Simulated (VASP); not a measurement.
Crystal: CuO.

```
Cu O
1.0
     2.55255    0.00000    0.00000
     0.00000    2.55255    0.00000
     0.00000    0.00000    2.55255
Cu O
1 1
Direct
  0.00000 0.00000 0.00000
  0.50000 0.50000 0.50000
```

| Property | Result |
| --- | --- |
| Program | VASP 6.6.1 |
| Task | relaxation of cell and atoms |
| Functional | PBE |
| Potentials or basis | VASP PAW PBE potentials, release 64 (Cu, O) |
| Cutoff | 600 eV |
| k mesh | 10 × 10 × 10 |
| Occupations | fermi-dirac, width 0.05 eV |
| Spin | no spin polarisation |
| Hubbard terms | Cu d U = 4.0 eV |

At the start: pressure 16.4 GPa; volume 8.32 Å³/atom.

How do energy, volume and symmetry change on relaxing?

Over 3 steps the energy falls by 34.1 meV/atom and the volume is 9.03 Å³/atom (+8.6 %); space group Pm-3m (No. 221, to 0.1 Å) before and after.

The path:
```tsv
step	energy change (eV)	largest force (eV/Å)	pressure (GPa)	volume (Å³)
1	0.0000	0.0000	16.44	16.63
2	-0.0555	0.0000	-5.67	18.77
3	-0.0682	0.0000	0.09	18.07
```

Final structure:
```cif
data_structure
_symmetry_space_group_name_H-M 'P 1'
_symmetry_Int_Tables_number 1
_cell_length_a 2.6240
_cell_length_b 2.6240
_cell_length_c 2.6240
_cell_angle_alpha 90.000
_cell_angle_beta 90.000
_cell_angle_gamma 90.000
_cell_volume 18.07
loop_
_atom_site_label
_atom_site_type_symbol
_atom_site_fract_x
_atom_site_fract_y
_atom_site_fract_z
_atom_site_occupancy
Cu1 Cu 0.00000 0.00000 0.00000 1
O1 O 0.50000 0.50000 0.50000 1
```

Caveat: an odd number of electrons without spin polarisation forces a metal; a magnetic or distorted state may lie lower; U without spin polarisation on a metal has little footing.
